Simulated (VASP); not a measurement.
# AlCu3 (Immm) in VASP: a series of runs, part 2 of 2

VASP 6.6.1.

### Step 3. Single point, PBEsol (strain +0.1125 x Voigt [0, 0, 0, 1, 0, 0])

The input, INCAR:

```
ALGO     = Fast           # electronic algorithm
EDIFF    = 1E-6           # SCF threshold, eV
ENCUT    = 520            # plane-wave cutoff, eV
GGA      = PS             # functional
ISIF     = 2              # what is computed and relaxed
ISMEAR   = 0              # smearing method
LASPH    = T              # aspherical terms in the spheres
LCHARG   = T              # write CHGCAR
LELF     = T              # ELF
LREAL    = F              # projectors in reciprocal space
LVHAR    = T            
LWAVE    = F              # write WAVECAR
NBANDS   = 26             # bands
NELM     = 80             # most SCF steps
PREC     = Accurate       # precision mode
SIGMA    = 0.15           # smearing width, eV
```

The input, KPOINTS:

```
k-points
0
Gamma
  14 14 14
```

The input, POSCAR:

```
AlCu3
1.0
    0.0000000000      3.0456656837      3.0456656837
    2.8834704698      0.1621952139      2.8834704698
    2.8834704698      2.8834704698      0.1621952139
Al Cu
1 3
Direct
    0.0000000000      0.0000000000      0.0000000000
    0.5000000000      0.5000000000      0.5000000000
    0.2500000000      0.2500000000      0.2500000000
    0.7500000000      0.7500000000      0.7500000000
```

Potentials or basis: VASP PAW PBE potentials, release 64 (Al, Cu).

Launch:

```bash
$ cat potpaw_PBE.64/Al/POTCAR potpaw_PBE.64/Cu/POTCAR > POTCAR
$ mpirun -np 1 vasp_std > vasp.out
```

OUTCAR:

```text
EDIFF = 1E-6
   ENCUT = 520
   GGA = PS
   ISIF = 2
   ISMEAR = 0
   LASPH = T
   LREAL = F
   NELM = 80
   PREC = Accurate

 ion  position               nearest neighbor table
   1  0.000  0.000  0.000-   4 2.40   4 2.40   3 2.40   3 2.40   4 2.59   3 2.59   4 2.59   3 2.59
                             2 2.88   2 2.88   2 2.89   2 2.89   2 2.89   2 2.89
   2  0.500  0.500  0.500-   3 2.40   3 2.40   4 2.40   4 2.40   3 2.59   4 2.59   4 2.59   3 2.59
                             1 2.88   1 2.88   1 2.89   1 2.89   1 2.89   1 2.89
[... 897 lines left out ...]
 [... further k-points ...]
[... 5 lines left out ...]
  --------------------------------------------------------------------------------------
  -------------------------------------------------------------------------------------
  Total        1.1692831      0.7651203      0.7651203      0.0000000     -3.8913794      0.0000000
  in kB       39.1949450     25.6472073     25.6472073      0.0000000   -130.4409485      0.0000000
  external PRESSURE =      30.1631199 kB  Pullay stress =       0.0000000 kB

 VOLUME and BASIS-vectors are now :
 -----------------------------------------------------------------------------
  energy-cutoff  :      520.00
  volume of cell :       47.80
      direct lattice vectors                 reciprocal lattice vectors
     0.000000000  3.045665684  3.045665684    -0.173402157  0.164167723  0.164167723
     2.883470470  0.162195214  2.883470470     0.173402157 -0.183737385  0.183737385
     2.883470470  2.883470470  0.162195214     0.173402157  0.183737385 -0.183737385

 POSITION                                       TOTAL-FORCE (eV/Angst)
 -----------------------------------------------------------------------------------
      0.00000      0.00000      0.00000         0.000000      0.000000     -0.000000
      2.88347      3.04567      3.04567         0.000000     -0.000000     -0.000000
      1.44174      1.52283      1.52283         0.000227      0.000000      0.000000
      4.32521      4.56850      4.56850        -0.000227     -0.000000     -0.000000
 -----------------------------------------------------------------------------------
    total drift:                               -0.000000      0.000000      0.000000

  FREE ENERGIE OF THE ION-ELECTRON SYSTEM (eV)
  ---------------------------------------------------
  free  energy   TOTEN  =       -17.5102396321 eV

  energy  without entropy=      -17.4983045789  energy(sigma->0) =      -17.50427211
```

OSZICAR:

```text
N       E                     dE             d eps       ncg     rms          rms(c)
DAV:   1     0.250952938654E+03    0.25095E+03   -0.15590E+04 23016   0.217E+03
DAV:   2    -0.282003061758E+01   -0.25377E+03   -0.24262E+03 22272   0.353E+02
DAV:   3    -0.216463477990E+02   -0.18826E+02   -0.17803E+02 25076   0.135E+02
DAV:   4    -0.220801823722E+02   -0.43383E+00   -0.43245E+00 32248   0.238E+01
DAV:   5    -0.220876606444E+02   -0.74783E-02   -0.74772E-02 34030   0.247E+00    0.175E+01
RMM:   6    -0.204150613419E+02    0.16726E+01   -0.45326E+01 25219   0.103E+02    0.118E+01
RMM:   7    -0.175118463946E+02    0.29032E+01   -0.10823E+01 24268   0.531E+01    0.160E+00
RMM:   8    -0.175097818453E+02    0.20645E-02   -0.22302E-01 27351   0.658E+00    0.650E-01
RMM:   9    -0.175104253198E+02   -0.64347E-03   -0.84499E-02 26790   0.263E+00    0.396E-01
RMM:  10    -0.175091900852E+02    0.12352E-02   -0.23008E-02 26614   0.192E+00    0.120E-01
RMM:  11    -0.175100818269E+02   -0.89174E-03   -0.99830E-03 29446   0.817E-01    0.835E-02
RMM:  12    -0.175101620221E+02   -0.80195E-04   -0.18151E-03 29503   0.425E-01    0.339E-02
RMM:  13    -0.175102337431E+02   -0.71721E-04   -0.77200E-04 32407   0.221E-01    0.182E-02
RMM:  14    -0.175102388763E+02   -0.51332E-05   -0.73595E-05 28114   0.101E-01    0.153E-02
RMM:  15    -0.175102394711E+02   -0.59477E-06   -0.37155E-05 30583   0.525E-02    0.485E-03
RMM:  16    -0.175102396321E+02   -0.16099E-06   -0.43551E-06 19795   0.156E-02
   1 F= -.17510240E+02 E0= -.17504272E+02  d E =-.119351E-01
```

It took 5.3 min on 1 thread of AMD EPYC 9R45 (Zen 5), shared host; peak memory 0.49 GiB.

Results:

```
Free energy            : -17.5102 eV
Pressure               : 3.0 GPa
Band gap on the k mesh : zero (band 18 reaches 11.78 eV, above the bottom of band 19 at 6.54 eV)
```

Levels at points of the mesh, in eV from the Fermi level:
| k point | band 16 | band 17 | band 18 | band 19 | band 20 | band 21 |
| --- | --- | --- | --- | --- | --- | --- |
| (0.00, 0.00, 0.00) | -2.50 | 3.05 | 3.09 | 3.62 | 3.68 | 4.50 |
| (0.50, 0.00, 0.00) | -2.51 | -2.24 | 2.62 | 2.94 | 3.14 | 3.32 |
| (0.00, 0.50, 0.00) | -2.46 | -2.22 | 2.17 | 2.28 | 2.49 | 2.61 |
| (0.50, 0.50, 0.00) | -2.32 | -2.24 | -2.21 | -2.15 | 1.96 | 2.36 |
| (0.00, 0.50, 0.50) | -2.38 | -2.34 | -2.20 | -1.36 | 1.12 | 3.28 |

Caveat: the cell differs from its parent crystal (strain +0.1125 x Voigt [0, 0, 0, 1, 0, 0]); the PAW data sets were made with another functional, which shifts forces and pressure a little.

### Step 4. Single point, PBEsol (strain -0.0750 x Voigt [0, 0, 0, 1, 0, 0])

The input, INCAR:

```
ALGO = Fast
EDIFF = 1E-6
ENCUT = 520
GGA = PS
ISIF = 2
ISMEAR = 0
LASPH = T
LCHARG = F
LREAL = F
LWAVE = F
NBANDS = 26
NELM = 100
PREC = Accurate
SIGMA = 0.15
```

KPOINTS is that of step 3.

The input, POSCAR:

```
AlCu3
1.0
    0.0000000000      2.7753403272      2.7753403272
    2.8834704698     -0.1081301426      2.8834704698
    2.8834704698      2.8834704698     -0.1081301426
Al Cu
1 3
Direct
    0.0000000000      0.0000000000      0.0000000000
    0.5000000000      0.5000000000      0.5000000000
    0.2500000000      0.2500000000      0.2500000000
    0.7500000000      0.7500000000      0.7500000000
```

Launch:

```bash
$ cat potpaw_PBE.64/Al/POTCAR potpaw_PBE.64/Cu/POTCAR > POTCAR
$ mpirun -np 1 vasp_std > vasp.out
```

Wall time 5.5 min (1 thread of AMD EPYC 9R45 (Zen 5), shared host); peak memory 0.48 GiB.

Results (log left out):

- Free energy: -17.6338 eV
- Pressure: 1.7 GPa
- Band gap on the k mesh: zero (band 18 reaches 12.05 eV, above the bottom of band 19 at 6.51 eV)

Stress tensor (GPa, compression positive):
```
2.01 0.00 0.00
0.00 1.59 8.77
0.00 8.77 1.59
```

Levels at points of the mesh, in eV from the Fermi level:
```csv
k point,band 15,band 16,band 17,band 18,band 19,band 20,band 21,band 22
"(0.00, 0.00, 0.00)",-2.54,-2.51,3.27,3.39,3.80,3.92,4.23,4.47
"(0.50, 0.00, 0.00)",-2.51,-2.46,-2.20,2.38,2.39,2.67,2.70,3.42
"(0.00, 0.50, 0.00)",-2.53,-2.49,-2.22,2.66,2.96,2.97,3.17,4.10
"(0.50, 0.50, 0.00)",-2.41,-2.32,-2.22,-2.20,-2.15,1.96,2.35,10.33
"(0.00, 0.50, 0.50)",-2.43,-2.38,-2.34,-2.17,-1.65,1.44,2.90,10.78
```

Caveat: the cell differs from its parent crystal (strain -0.0750 x Voigt [0, 0, 0, 1, 0, 0]); the PAW data sets were made with another functional, which shifts forces and pressure a little.

### Step 5. The runs side by side

| cell | gap on the mesh (eV) | pressure (GPa) |
| --- | --- | --- |
| a = 3.772, b = 4.084, c = 4.084 Å, angles 64.9, 62.5, 62.5°, 4 atoms | none | 4.7 |
| a = 4.307, b = 4.081, c = 4.081 Å, angles 56.3, 58.1, 58.1°, 4 atoms | none | 3.0 |
| a = 3.925, b = 4.079, c = 4.079 Å, angles 62.5, 61.2, 61.2°, 4 atoms | none | 1.7 |

Alike in all rows: task single point; level PBEsol; potentials or basis VASP PAW PBE potentials, release 64 (Al, Cu); no spin polarisation; k mesh 14 × 14 × 14; cutoff (eV) 520; smearing gaussian 0.15 eV.

Caveats: the PAW data sets were made with another functional, which shifts forces and pressure a little.

Absolute energies hang on the potentials; compare differences alone.
